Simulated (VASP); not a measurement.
## Mo: single point with BLYP+D3(BJ)

The system is Mo.

```
CELL_PARAMETERS angstrom
-1.56399 1.56399 1.56399
1.56399 -1.56399 1.56399
1.56399 1.56399 -1.56399
ATOMIC_POSITIONS crystal
Mo 0.00000 0.00000 0.00000
```

```
Program             : VASP 6.6.1
Task                : single point
Functional          : BLYP
Dispersion          : D3(BJ)
Potentials or basis : VASP PAW PBE potentials, release 64 (Mo_sv)
Cutoff              : 520 eV
k mesh              : 12 × 12 × 12
Occupations         : fermi-dirac, width 0.05 eV
Spin                : no spin polarisation
```

| Quantity | Value |
| --- | --- |
| Pressure | 1.1 GPa |
| Band gap on the k mesh | zero (band 7 reaches 17.50 eV, above the bottom of band 8 at 12.01 eV) |
| Dispersion energy per atom | -1.721 eV |

Levels at points of the mesh, in eV from the Fermi level:
```csv
k point,band 4,band 5,band 6,band 7,band 8,band 9,band 10,band 11
"(0.00, 0.00, 0.00)",-34.41,-7.04,-1.42,-1.42,-1.42,1.71,1.71,15.10
"(0.50, 0.00, 0.00)",-34.43,-5.34,-3.48,1.73,2.02,2.37,4.85,12.04
"(0.50, 0.50, 0.50)",-35.45,-5.49,-5.49,4.06,4.06,4.06,9.46,9.46
```

Wall time 8.8 s on 1 thread of Intel(R) Xeon(R) Platinum 8488C (Sapphire Rapids) (shared host), peak memory 0.14 GiB.

Caveat: the PAW data sets were made with another functional, which shifts forces and pressure a little; pairwise dispersion overbinds metals, which lowers pressure and volume.
